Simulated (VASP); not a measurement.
Crystal: PbO.

```
Pb O
1.0
     3.21483    0.00000    0.00000
     0.00000    3.21483    0.00000
     0.00000    0.00000    3.21483
Pb O
1 1
Direct
  0.00000 0.00000 0.00000
  0.50000 0.50000 0.50000
```

```yaml
Program: VASP 6.6.1
Task: relaxation of cell and atoms
Functional: r2SCAN
Potentials_or_basis: VASP PAW PBE potentials, release 64 (Pb_d, O)
Cutoff: 600 eV
k_mesh: 8 × 8 × 8
Occupations: fermi-dirac, width 0.02 eV
Spin: no spin polarisation
```

At the start: pressure -3.1 GPa; volume 16.61 Å³/atom.

**Question.** Where does the relaxation end?

**Answer.** Over 3 steps the energy falls by 5.2 meV/atom and the volume is 16.10 Å³/atom (-3.1 %); space group Pm-3m (No. 221, to 0.05 Å).

The path:
```tsv
step	energy change (eV)	largest force (eV/Å)	pressure (GPa)	volume (Å³)
1	0.0000	0.0000	-3.14	33.23
2	-0.0076	0.0000	1.79	31.68
3	-0.0104	0.0000	0.01	32.19
```

Final structure:
```
CELL_PARAMETERS angstrom
3.18122 0.00000 0.00000
0.00000 3.18122 0.00000
0.00000 0.00000 3.18122
ATOMIC_POSITIONS crystal
Pb 0.00000 0.00000 0.00000
O 0.50000 0.50000 0.50000
```

Caveat: the PAW data sets were made with another functional, which shifts forces and pressure a little.
